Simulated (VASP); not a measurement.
# Ni (Im-3m) in VASP: a series of runs, part 2 of 2

VASP 6.6.1.

**6. Single point, PBEsol**

This run uses another cell than the first one, of 10.41 Å³/atom, 0.962 times its volume.

INCAR

```
SYSTEM = Ni
PREC     = Accurate       ! precision mode
ENCUT    = 520            ! plane-wave cutoff, eV
EDIFF    = 1E-6           ! SCF threshold, eV
ISMEAR   = -1             ! smearing method
SIGMA    = 0.1            ! smearing width, eV
LREAL    = .False.        ! projectors in reciprocal space
LASPH    = .True.         ! aspherical terms in the spheres
NELM     = 60             ! most SCF steps
ALGO     = Normal         ! electronic algorithm
ISIF     = 2              ! what is computed and relaxed
LWAVE    = .False.        ! write WAVECAR
LCHARG   = .False.        ! write CHGCAR
GGA      = PS             ! functional
NBANDS   = 11             ! bands
```

KPOINTS

```
regular mesh
0
Gamma
  26 26 26
  0 0 0
```

POSCAR

```
Ni
1.0
   -1.3756716208      1.3756716208      1.3756716208
    1.3756716208     -1.3756716208      1.3756716208
    1.3756716208      1.3756716208     -1.3756716208
Ni
1
Direct
    0.0000000000      0.0000000000      0.0000000000
```

Potentials or basis: VASP PAW PBE potentials, release 64 (Ni).

On the command line:

```bash
> cat potpaw_PBE.64/Ni/POTCAR > POTCAR
> mpirun -np 1 vasp_std > vasp.out
```

OUTCAR:

```text
SYSTEM = Ni
   PREC = Accurate
   ENCUT = 520
   EDIFF = 1E-6
   ISMEAR = -1
   LREAL = .False.
   LASPH = .True.
   NELM = 60
   ISIF = 2
   GGA = PS

 ion  position               nearest neighbor table
   1  0.000  0.000  0.000-

  LATTYP: Found a body centered cubic cell.
 ALAT       =     2.7513432416

  Lattice vectors:

 A1 = (  -1.3756716208,   1.3756716208,   1.3756716208)
 A2 = (   1.3756716208,  -1.3756716208,   1.3756716208)
 A3 = (   1.3756716208,   1.3756716208,  -1.3756716208)

Analysis of symmetry for initial positions (statically):
=====================================================================
 Subroutine PRICEL returns:
 Original cell was already a primitive cell.

 Routine SETGRP: Setting up the symmetry group for a
 body centered cubic supercell.

 Subroutine GETGRP returns: Found 48 space group operations
 (whereof 48 operations were pure point group operations)
 out of a pool of 48 trial point group operations.

The static configuration has the point symmetry O_h .

Analysis of symmetry for dynamics (positions and initial velocities):
=====================================================================
 Subroutine PRICEL returns:
 Original cell was already a primitive cell.

 Routine SETGRP: Setting up the symmetry group for a
 body centered cubic supercell.

 Subroutine GETGRP returns: Found 48 space group operations
 (whereof 48 operations were pure point group operations)
 out of a pool of 48 trial point group operations.

The dynamic configuration has the point symmetry O_h .

 Subroutine INISYM returns: Found 48 space group operations
 (whereof 48 operations are pure point group operations),
 and found     1 'primitive' translations

----------------------------------------------------------------------------------------

                                     Primitive cell

[... 105 lines left out ...]
   IALGO  =     38    algorithm
   IMIX   =      4    mixing-type and parameters
     AMIX     =   0.40;   BMIX     =  1.00
     AMIX_MAG =   1.60;   BMIX_MAG =  1.00
  volume/ion in A,a.u.               =      10.41        70.27
  Fermi-wavevector in a.u.,A,eV,Ry     =   1.615127  3.052148 35.492644  2.608636
  Thomas-Fermi vector in A             =   2.709925
   LORBIT       =      0    0 simple, 1 ext, 2 COOP (PROOUT), +10 PAW based schemes
   GGA     = PS    functional components
   LHFCALC =     F    Hartree Fock is set to
   AEXX    =    0.0000 exact exchange contribution
   IVDW    =     0    specifies the selected vdW correction
   LEPSILON=     F    determine dielectric tensor
   LRPA    =     F    only Hartree local field effects (RPA)
 non-spin polarized calculation
  energy-cutoff  :      520.00
  volume of cell :       10.41
 maximum number of plane-waves:       321
 NGX is ok and might be reduce to    18
   NGX =  9   NGY =  9   NGZ =  9

 number of electron      10.0000011 magnetization

 Free energy of the ion-electron system (eV)
  ---------------------------------------------------
  ext. energy  EPLUGINS =         0.00000000
  ---------------------------------------------------
  free energy    TOTEN  =        -6.05753457 eV

  energy without entropy =       -5.99198062  energy(sigma->0) =       -6.02475759

 E-fermi :   9.6346     XC(G=0): -13.6936

 val. band max:        9.6285018859   @ k =  -0.3846   0.4231   0.2308
 cond. band min:       9.6458947808   @ k =  -0.3846   0.3846   0.1154
 fundamental gap:      0.0173928950
 Fermi energy:         9.6345647105

 k-point     1 :       0.0000    0.0000    0.0000
  band No.  band energies     occupation
      1       0.4516      2.00000
      2       7.6005      2.00000
      3       7.6005      2.00000
      4       7.6005      2.00000
      5       9.0365      1.99496
      6       9.0365      1.99496
      7      36.5440      0.00000
      8      36.5440      0.00000
      9      36.5440      0.00000
     10      41.7489      0.00000
     11      41.7489      0.00000
[... 309 lines left out ...]
 k-point    24 :       0.3846    0.0385    0.0000
  band No.  band energies     occupation
      1       4.8504      2.00000
      2       6.6775      2.00000
      3       8.4570      1.99998
      4       8.9778      1.99719
      5       9.2571      1.95516
      6       9.9273      0.10164
      7      18.7706      0.00000
      8      29.2527      0.00000
      9      30.7123      0.00000
     10      34.6931      0.00000
     11      38.3107      0.00000

 [... further k-points ...]
[... 5 lines left out ...]
  --------------------------------------------------------------------------------------
  -------------------------------------------------------------------------------------
  Total       -0.0030586     -0.0030586     -0.0030586     -0.0000000     -0.0000000     -0.0000000
  in kB       -0.4705722     -0.4705722     -0.4705722     -0.0000000     -0.0000000     -0.0000000
  external PRESSURE =      -0.4705722 kB  Pullay stress =       0.0000000 kB

 VOLUME and BASIS-vectors are now :
 -----------------------------------------------------------------------------
  energy-cutoff  :      520.00
  volume of cell :       10.41
      direct lattice vectors                 reciprocal lattice vectors
    -1.375671621  1.375671621  1.375671621     0.000000000  0.363458832  0.363458832
     1.375671621 -1.375671621  1.375671621     0.363458832  0.000000000  0.363458832
     1.375671621  1.375671621 -1.375671621     0.363458832  0.363458832  0.000000000

 POSITION                                       TOTAL-FORCE (eV/Angst)
 -----------------------------------------------------------------------------------
      0.00000      0.00000      0.00000        -0.000000     -0.000000      0.000000
 -----------------------------------------------------------------------------------
    total drift:                                0.000000      0.000000      0.000000

  FREE ENERGIE OF THE ION-ELECTRON SYSTEM (eV)
  ---------------------------------------------------
  free  energy   TOTEN  =        -6.0575345652 eV

  energy  without entropy=       -5.9919806170  energy(sigma->0) =       -6.02475759
```

OSZICAR:

```text
N       E                     dE             d eps       ncg     rms          rms(c)
DAV:   1     0.283958265402E+02    0.28396E+02   -0.49317E+03 11652   0.126E+03
DAV:   2    -0.627694575312E+01   -0.34673E+02   -0.32904E+02 11614   0.174E+02
DAV:   3    -0.722280056696E+01   -0.94585E+00   -0.92972E+00 12523   0.332E+01
DAV:   4    -0.723029950249E+01   -0.74989E-02   -0.74972E-02 12719   0.268E+00
DAV:   5    -0.723044984712E+01   -0.15034E-03   -0.15034E-03 12831   0.360E-01    0.106E+01
DAV:   6    -0.638162452122E+01    0.84883E+00   -0.14950E+01 13141   0.555E+01    0.545E+00
DAV:   7    -0.608000117091E+01    0.30162E+00   -0.24180E+00 13153   0.207E+01    0.186E+00
DAV:   8    -0.605947955791E+01    0.20522E-01   -0.37060E-02 16128   0.192E+00    0.499E-01
DAV:   9    -0.605752451349E+01    0.19550E-02   -0.11486E-03 15582   0.299E-01    0.568E-02
DAV:  10    -0.605753393337E+01   -0.94199E-05   -0.32629E-05 16871   0.369E-02    0.354E-02
DAV:  11    -0.605753456521E+01   -0.63184E-06   -0.65450E-07  8433   0.127E-02
   1 F= -.60575346E+01 E0= -.60247576E+01  d E =-.655539E-01
```

It took 18 s on 1 thread of Intel Xeon 6975P-C (Granite Rapids), shared host; peak memory 0.17 GiB.

Results:

```
Free energy            : -6.0575 eV
Pressure               : 0.0 GPa
Band gap on the k mesh : zero (band 5 reaches 10.04 eV, above the bottom of band 6 at 8.96 eV)
```

Caveat: the PAW data sets were made with another functional, which shifts forces and pressure a little; the run has no spin polarisation, though such a crystal can be magnetic.

**7. Summary**

| task | cell | k mesh | cutoff (eV) | gap on the mesh (eV) | pressure (GPa) |
| --- | --- | --- | --- | --- | --- |
| single point | a = 2.414 Å, angles 109.5°, 1 atom | 18 × 18 × 18 | 520 | none | -8.0 |
| single point | a = 2.445 Å, angles 109.5°, 1 atom | 18 × 18 × 18 | 520 | none | -14.3 |
| single point | a = 2.474 Å, angles 109.5°, 1 atom | 18 × 18 × 18 | 520 | none | -19.2 |
| relaxation of cell and atoms | relaxed from a = 2.422 Å, angles 109.5°, 1 atom | 16 × 16 × 16 | 600 | none | -0.1 |
| single point | a = 2.383 Å, angles 109.5°, 1 atom | 26 × 26 × 26 | 520 | none | 0.0 |

Alike in all rows: level PBEsol; potentials or basis VASP PAW PBE potentials, release 64 (Ni); no spin polarisation; smearing fermi-dirac 0.1 eV.

Caveats: the PAW data sets were made with another functional, which shifts forces and pressure a little; the run has no spin polarisation, though such a crystal can be magnetic.

Absolute energies hang on the potentials; compare differences alone.
